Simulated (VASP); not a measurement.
# KTaO3 (Pm-3m) in VASP: notebook, part 3 of 3

VASP 6.6.1. The steps go on from the part before.

**4. Relaxation of cell and atoms, PBEsol**

This run uses another cell than the first one, of 13.04 Å³/atom, 1.026 times its volume.

Contents of INCAR:

```
PREC = Accurate ; ENCUT = 600
EDIFF = 1E-6 ; ISMEAR = -1
SIGMA = 0.02 ; LREAL = False
LASPH = True ; NELM = 80
ALGO = Normal ; ISIF = 3
LWAVE = False ; LCHARG = False
GGA = PS ; IBRION = 2
NSW = 80 ; EDIFFG = -0.005
```

Contents of KPOINTS:

```
Automatic mesh
0
Gamma
  6 6 6
```

Contents of POSCAR:

```
KTaO3
1.0
    4.0243816796      0.0000000000      0.0000000000
    0.0000000000      4.0243816796      0.0000000000
    0.0000000000      0.0000000000      4.0243816796
K Ta O
1 1 3
Direct
    0.5000000000      0.5000000000      0.5000000000
    0.0000000000      0.0000000000      0.0000000000
    0.5000000000      0.0000000000      0.0000000000
    0.0000000000      0.5000000000      0.0000000000
    0.0000000000      0.0000000000      0.5000000000
```

Potentials or basis: VASP PAW PBE potentials, release 64 (K_sv, Ta_pv, O).

Command:

```
> cat potpaw_PBE.64/K_sv/POTCAR potpaw_PBE.64/Ta_pv/POTCAR potpaw_PBE.64/O/POTCAR > POTCAR
> mpirun -np 1 vasp_std > vasp.out
```

OUTCAR:

```text
PREC = Accurate
   ENCUT = 600
   EDIFF = 1E-6
   ISMEAR = -1
   LREAL = False
   LASPH = True
   NELM = 80
   ISIF = 3
   GGA = PS
   IBRION = 2
   NSW = 80
   EDIFFG = -0.005

 ion  position               nearest neighbor table
   1  0.500  0.500  0.500-   3 2.85   4 2.85   5 2.85   3 2.85   4 2.85   3 2.85   5 2.85   3 2.85
                             4 2.85   5 2.85   4 2.85   5 2.85   2 3.49   2 3.49   2 3.49   2 3.49
   2  0.000  0.000  0.000-   3 2.01   4 2.01   5 2.01   5 2.01   4 2.01   3 2.01   1 3.49   1 3.49
                             1 3.49   1 3.49   1 3.49   1 3.49   1 3.49   1 3.49
   3  0.500  0.000  0.000-   2 2.01   2 2.01   1 2.85   1 2.85   1 2.85   1 2.85
   4  0.000  0.500  0.000-   2 2.01   2 2.01   1 2.85   1 2.85   1 2.85   1 2.85
   5  0.000  0.000  0.500-   2 2.01   2 2.01   1 2.85   1 2.85   1 2.85   1 2.85

  LATTYP: Found a simple cubic cell.
 ALAT       =     4.0243816796

  Lattice vectors:

 A1 = (   4.0243816796,   0.0000000000,   0.0000000000)
 A2 = (   0.0000000000,   4.0243816796,   0.0000000000)
 A3 = (   0.0000000000,   0.0000000000,   4.0243816796)

Analysis of symmetry for initial positions (statically):
=====================================================================
 Subroutine PRICEL returns:
 Original cell was already a primitive cell.

 Routine SETGRP: Setting up the symmetry group for a
 simple cubic supercell.

 Subroutine GETGRP returns: Found 48 space group operations
 (whereof 48 operations were pure point group operations)
 out of a pool of 48 trial point group operations.

The static configuration has the point symmetry O_h .

Analysis of symmetry for dynamics (positions and initial velocities):
=====================================================================
 Subroutine PRICEL returns:
 Original cell was already a primitive cell.

 Routine SETGRP: Setting up the symmetry group for a
 simple cubic supercell.

 Subroutine GETGRP returns: Found 48 space group operations
 (whereof 48 operations were pure point group operations)
[... 111 lines left out ...]
   POTIM  = 0.5000    time-step for ionic-motion
   TEBEG  =    0.0;   TEEND  =   0.0 temperature during run
   PSTRESS=    0.0 pullay stress
   NELECT =      38.0000    total number of electrons
   NUPDOWN=      -1.0000    fix difference up-down
   EMIN   =  10.00;   EMAX   =-10.00  energy-range for DOS
   EFERMI =   0.00;   METHOD = LEGACY
   ISMEAR =    -1;   SIGMA  =   0.02  broadening in eV -4-tet -1-fermi 0-gaus
   EFERMI_NEDOS =   21; number of points for ismear=-14 and -15
   IALGO  =     38    algorithm
   IMIX   =      4    mixing-type and parameters
     AMIX     =   0.40;   BMIX     =  1.00
     AMIX_MAG =   1.60;   BMIX_MAG =  1.00
  volume/ion in A,a.u.               =      13.04        87.97
  Fermi-wavevector in a.u.,A,eV,Ry     =   1.367635  2.584455 25.448683  1.870425
  Thomas-Fermi vector in A             =   2.493670
   LORBIT       =      0    0 simple, 1 ext, 2 COOP (PROOUT), +10 PAW based schemes
   GGA     = PS    functional components
   LHFCALC =     F    Hartree Fock is set to
   AEXX    =    0.0000 exact exchange contribution
   IVDW    =     0    specifies the selected vdW correction
   LEPSILON=     F    determine dielectric tensor
   LRPA    =     F    only Hartree local field effects (RPA)
 conjugate gradient relaxation of ions
 non-spin polarized calculation
  energy-cutoff  :      600.00
  volume of cell :       65.18
 maximum number of plane-waves:      2196
   NGX = 17   NGY = 17   NGZ = 17

--------------------------------------- Ionic step        1  -------------------------------------------

 number of electron      38.0000006 magnetization

 Free energy of the ion-electron system (eV)
  ---------------------------------------------------
  ext. energy  EPLUGINS =         0.00000000
  ---------------------------------------------------
  free energy    TOTEN  =       -42.90327860 eV

  energy without entropy =      -42.90327860  energy(sigma->0) =      -42.90327860

------------------------ aborting loop because EDIFF is reached ----------------------------------------

  FORCE on cell =-STRESS in cart. coord.  units (eV):
  Direction    XX          YY          ZZ          XY          YZ          ZX
  --------------------------------------------------------------------------------------
  -------------------------------------------------------------------------------------
  Total       -2.0612053     -2.0612053     -2.0612053      0.0000000     -0.0000000      0.0000000
  in kB      -50.6680674    -50.6680674    -50.6680674      0.0000000     -0.0000000      0.0000000
  external PRESSURE =     -50.6680674 kB  Pullay stress =       0.0000000 kB
[... 65 lines left out ...]
--------------------------------------- Ionic step        3  -------------------------------------------

 number of electron      37.9999991 magnetization

 Free energy of the ion-electron system (eV)
  ---------------------------------------------------
  ext. energy  EPLUGINS =         0.00000000
  ---------------------------------------------------
  free energy    TOTEN  =       -42.93094715 eV

  energy without entropy =      -42.93094715  energy(sigma->0) =      -42.93094715

 E-fermi :   2.1847     XC(G=0): -11.1353

 val. band max:        1.6563428391   @ k =   0.5000   0.5000   0.5000
 cond. band min:       3.7403212063   @ k =   0.0000   0.0000   0.0000
 fundamental gap:      2.0839783672
 Fermi energy:         2.1847124376

 k-point     1 :       0.0000    0.0000    0.0000
  band No.  band energies     occupation
      1     -32.4111      2.00000
      2     -32.4111      2.00000
      3     -32.4111      2.00000
      4     -25.4608      2.00000
      5     -15.8261      2.00000
      6     -15.0989      2.00000
[... 541 lines left out ...]
  FREE ENERGIE OF THE ION-ELECTRON SYSTEM (eV)
  ---------------------------------------------------
  free  energy   TOTEN  =       -42.9309471539 eV

  energy  without entropy=      -42.9309471539  energy(sigma->0) =      -42.93094715

 reached required accuracy - stopping structural energy minimisation
```

OSZICAR:

```text
N       E                     dE             d eps       ncg     rms          rms(c)
DAV:   1     0.351999664841E+03    0.35200E+03   -0.22834E+04   920   0.184E+03
DAV:   2    -0.296598085458E+02   -0.38166E+03   -0.37436E+03  1142   0.468E+02
DAV:   3    -0.498925994841E+02   -0.20233E+02   -0.20178E+02  1182   0.107E+02
[... 27 lines left out ...]
DAV:   5    -0.429309141392E+02   -0.37978E-03   -0.18310E-03  1437   0.254E-01    0.121E-01
DAV:   6    -0.429309531172E+02   -0.38978E-04   -0.56144E-04  1256   0.156E-01    0.365E-02
DAV:   7    -0.429309481325E+02    0.49848E-05   -0.38041E-05  1434   0.376E-02    0.113E-02
DAV:   8    -0.429309467407E+02    0.13918E-05   -0.21955E-06  1019   0.973E-03    0.325E-03
DAV:   9    -0.429309471539E+02   -0.41325E-06   -0.19731E-07   600   0.377E-03
   3 F= -.42930947E+02 E0= -.42930947E+02  d E =-.276686E-01
```

Wall time 34 s (1 thread of Intel Xeon 6975P-C (Granite Rapids), shared host); peak memory 0.2 GiB.

What came out:

- Free energy: -42.9309 eV
- Relaxed volume: 12.70 Å³/atom
- Relaxed cell: a = 3.989 Å, b = 3.989 Å, c = 3.989 Å, α = 90.00°, β = 90.00°, γ = 90.00°
- Space group after relaxing (to 0.05 Å): Pm-3m (No. 221)
- Energy gained by relaxing: 5.5 meV/atom
- Ionic steps: 3
- Pressure after relaxing: 0.0 GPa
- Band gap on the k mesh: 2.08 eV, indirect (least direct gap 2.71 eV)

The path:
```csv
step,energy change (eV),largest force (eV/Å),pressure (GPa),volume (Å³)
1,0.0000,0.0000,-5.07,65.18
2,0.0196,0.0000,7.42,61.37
3,-0.0277,0.0000,-0.04,63.48
```

Final structure:
```
K Ta O
1.0
     3.98924    0.00000    0.00000
     0.00000    3.98924    0.00000
     0.00000    0.00000    3.98924
K Ta O
1 1 3
Direct
  0.50000 0.50000 0.50000
  0.00000 0.00000 0.00000
  0.50000 0.00000 0.00000
  0.00000 0.50000 0.00000
  0.00000 0.00000 0.50000
```

Caveat: the PAW data sets were made with another functional, which shifts forces and pressure a little; spin-orbit coupling is left out, which moves the levels of the heavy elements.

**5. Relaxation of cell and atoms, LDA**

This run uses another cell than the first one, of 13.04 Å³/atom, 1.026 times its volume.

Contents of INCAR:

```
SYSTEM = KTaO3
PREC = Accurate ; ENCUT = 600
EDIFF = 1E-6 ; ISMEAR = -1
SIGMA = 0.02 ; LREAL = .FALSE.
LASPH = .TRUE. ; NELM = 80
ALGO = Normal ; ISIF = 3
LWAVE = .FALSE. ; LCHARG = .FALSE.
GGA = CA ; IBRION = 2
NSW = 80 ; EDIFFG = -0.005
```

Contents of KPOINTS:

```
Automatic mesh
0
G
  6 6 6
  0 0 0
```

POSCAR is that of step 4.

Potentials or basis: VASP PAW LDA potentials, release 64 (K_sv, Ta_pv, O).

Command:

```
> cat potpaw_LDA.64/K_sv/POTCAR potpaw_LDA.64/Ta_pv/POTCAR potpaw_LDA.64/O/POTCAR > POTCAR
> mpirun -np 1 vasp_std > vasp.out
```

OUTCAR:

```text
SYSTEM = KTaO3
   PREC = Accurate
   ENCUT = 600
   EDIFF = 1E-6
   ISMEAR = -1
   LREAL = .FALSE.
   LASPH = .TRUE.
   NELM = 80
   ISIF = 3
   GGA = CA
   IBRION = 2
   NSW = 80
   EDIFFG = -0.005

 ion  position               nearest neighbor table
   1  0.500  0.500  0.500-   3 2.85   4 2.85   5 2.85   3 2.85   4 2.85   3 2.85   5 2.85   3 2.85
                             4 2.85   5 2.85   4 2.85   5 2.85   2 3.49   2 3.49   2 3.49   2 3.49
   2  0.000  0.000  0.000-   3 2.01   4 2.01   5 2.01   5 2.01   4 2.01   3 2.01   1 3.49   1 3.49
                             1 3.49   1 3.49   1 3.49   1 3.49   1 3.49   1 3.49
   3  0.500  0.000  0.000-   2 2.01   2 2.01   1 2.85   1 2.85   1 2.85   1 2.85
   4  0.000  0.500  0.000-   2 2.01   2 2.01   1 2.85   1 2.85   1 2.85   1 2.85
   5  0.000  0.000  0.500-   2 2.01   2 2.01   1 2.85   1 2.85   1 2.85   1 2.85

  LATTYP: Found a simple cubic cell.
 ALAT       =     4.0243816796

  Lattice vectors:
[... 187 lines left out ...]
  -------------------------------------------------------------------------------------
  Total       -3.9180078     -3.9180078     -3.9180078     -0.0000000     -0.0000000      0.0000000
  in kB      -96.3115541    -96.3115541    -96.3115541     -0.0000000     -0.0000000      0.0000000
  external PRESSURE =     -96.3115541 kB  Pullay stress =       0.0000000 kB
[... 104 lines left out ...]
--------------------------------------- Ionic step        4  -------------------------------------------

 number of electron      37.9999982 magnetization

 Free energy of the ion-electron system (eV)
  ---------------------------------------------------
  ext. energy  EPLUGINS =         0.00000000
  ---------------------------------------------------
  free energy    TOTEN  =       -45.07359115 eV

  energy without entropy =      -45.07359115  energy(sigma->0) =      -45.07359115

 E-fermi :   2.1201     XC(G=0): -11.5455

 val. band max:        1.6812518445   @ k =   0.5000   0.5000   0.5000
 cond. band min:       3.7477493812   @ k =   0.0000   0.0000   0.0000
 fundamental gap:      2.0664975368
 Fermi energy:         2.1201237347

 k-point     1 :       0.0000    0.0000    0.0000
  band No.  band energies     occupation
      1     -32.1334      2.00000
      2     -32.1334      2.00000
      3     -32.1334      2.00000
      4     -25.1755      2.00000
      5     -15.6590      2.00000
      6     -14.9144      2.00000
[... 541 lines left out ...]
  FREE ENERGIE OF THE ION-ELECTRON SYSTEM (eV)
  ---------------------------------------------------
  free  energy   TOTEN  =       -45.0735911540 eV

  energy  without entropy=      -45.0735911540  energy(sigma->0) =      -45.07359115

 reached required accuracy - stopping structural energy minimisation
```

Wall time 33 s (1 thread of Intel Xeon 6975P-C (Granite Rapids), shared host); peak memory 0.18 GiB.

Results:

| Item | Value |
| --- | --- |
| Free energy | -45.0736 eV |
| Relaxed volume | 12.40 Å³/atom |
| Relaxed cell | a = 3.958 Å, b = 3.958 Å, c = 3.958 Å, α = 90.00°, β = 90.00°, γ = 90.00° |
| Space group after relaxing (to 0.05 Å) | Pm-3m (No. 221) |
| Energy gained by relaxing | 19.8 meV/atom |
| Ionic steps | 4 |
| Pressure after relaxing | 0.0 GPa |
| Band gap on the k mesh | 2.07 eV, indirect (least direct gap 2.68 eV) |

Step by step:
| step | energy change (eV) | largest force (eV/Å) | pressure (GPa) | volume (Å³) |
| --- | --- | --- | --- | --- |
| 1 | 0.0000 | 0.0000 | -9.63 | 65.18 |
| 2 | 0.0962 | 0.0000 | 16.75 | 58.06 |
| 3 | -0.0990 | 0.0000 | -0.17 | 62.08 |
| 4 | -0.0991 | 0.0000 | 0.02 | 62.02 |

Final structure:
```yaml
crystal:
  lattice:
    - [3.95832, 0.00000, 0.00000]
    - [0.00000, 3.95832, 0.00000]
    - [0.00000, 0.00000, 3.95832]
  atoms:
    - { symbol: K, position: [0.50000, 0.50000, 0.50000] }
    - { symbol: Ta, position: [0.00000, 0.00000, 0.00000] }
    - { symbol: O, position: [0.50000, 0.00000, 0.00000] }
    - { symbol: O, position: [0.00000, 0.50000, 0.00000] }
    - { symbol: O, position: [0.00000, 0.00000, 0.50000] }
```

Caveat: spin-orbit coupling is left out, which moves the levels of the heavy elements.

**6. Summary**

```csv
task,level,potentials or basis,cell,cutoff (eV),smearing,gap on the mesh (eV),pressure (GPa),relaxed volume (Å³/atom)
single point,r2SCAN,"VASP PAW PBE potentials, release 64 (K_sv, Ta_pv, O)","a = 3.990 Å, 5 atoms",520,fermi-dirac 0.02 eV,2.59,0.9,-
single point,r2SCAN,"VASP PAW PBE potentials, release 64 (K_sv, Ta_pv, O)","a = 3.990 Å, 5 atoms",520,gaussian 0.01 eV,2.59,0.9,-
relaxation of cell and atoms,PBEsol,"VASP PAW PBE potentials, release 64 (K_sv, Ta_pv, O)","relaxed from a = 4.024 Å, 5 atoms",600,fermi-dirac 0.02 eV,2.08,0.0,12.70
relaxation of cell and atoms,LDA,"VASP PAW LDA potentials, release 64 (K_sv, Ta_pv, O)","relaxed from a = 4.024 Å, 5 atoms",600,fermi-dirac 0.02 eV,2.07,0.0,12.40
```

Alike in all rows: no spin polarisation; k mesh 6 × 6 × 6.

Caveats: spin-orbit coupling is left out, which moves the levels of the heavy elements; the PAW data sets were made with another functional, which shifts forces and pressure a little (some runs).

Total energies depend on the potentials used, so only differences within one code and one set of settings carry meaning.
